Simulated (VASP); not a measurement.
CsPbCl3:

```
Pb Cs Cl
1.0
     5.60500    0.00000    0.00000
     0.00000    5.60500    0.00000
     0.00000    0.00000    5.60500
Pb Cs Cl
1 1 3
Direct
  0.50000 0.50000 0.50000
  0.00000 0.00000 0.00000
  0.50000 0.00000 0.50000
  0.00000 0.50000 0.50000
  0.50000 0.50000 0.00000
```

```yaml
Program: VASP 6.6.1
Task: relaxation of cell and atoms
Functional: PBE
Dispersion: D4
Potentials_or_basis: VASP PAW PBE potentials, release 64 (Pb_d, Cs_sv, Cl)
Cutoff: 600 eV
k_mesh: 5 × 5 × 5
Occupations: fermi-dirac, width 0.05 eV
Spin: no spin polarisation
```

At the start: pressure 1.0 GPa; volume 35.22 Å³/atom.

**Question.** How do energy, volume and symmetry change on relaxing?

**Answer.** Over 3 steps the energy falls by 3.8 meV/atom and the volume is 36.54 Å³/atom (+3.8 %); space group Pm-3m (No. 221, to 0.1 Å) before and after.

The path:
```
step  energy change (eV)  largest force (eV/Å)  pressure (GPa)  volume (Å³)
   1              0.0000                0.0000            0.96       176.09
   2             -0.0185                0.0000            0.16       181.51
   3             -0.0191                0.0000            0.00       182.71
```

Final structure:
```cif
data_structure
_symmetry_space_group_name_H-M 'P 1'
_symmetry_Int_Tables_number 1
_cell_length_a 5.6745
_cell_length_b 5.6745
_cell_length_c 5.6745
_cell_angle_alpha 90.000
_cell_angle_beta 90.000
_cell_angle_gamma 90.000
_cell_volume 182.71
loop_
_atom_site_label
_atom_site_type_symbol
_atom_site_fract_x
_atom_site_fract_y
_atom_site_fract_z
_atom_site_occupancy
Pb1 Pb 0.50000 0.50000 0.50000 1
Cs1 Cs 0.00000 0.00000 0.00000 1
Cl1 Cl 0.50000 0.00000 0.50000 1
Cl2 Cl 0.00000 0.50000 0.50000 1
Cl3 Cl 0.50000 0.50000 0.00000 1
```
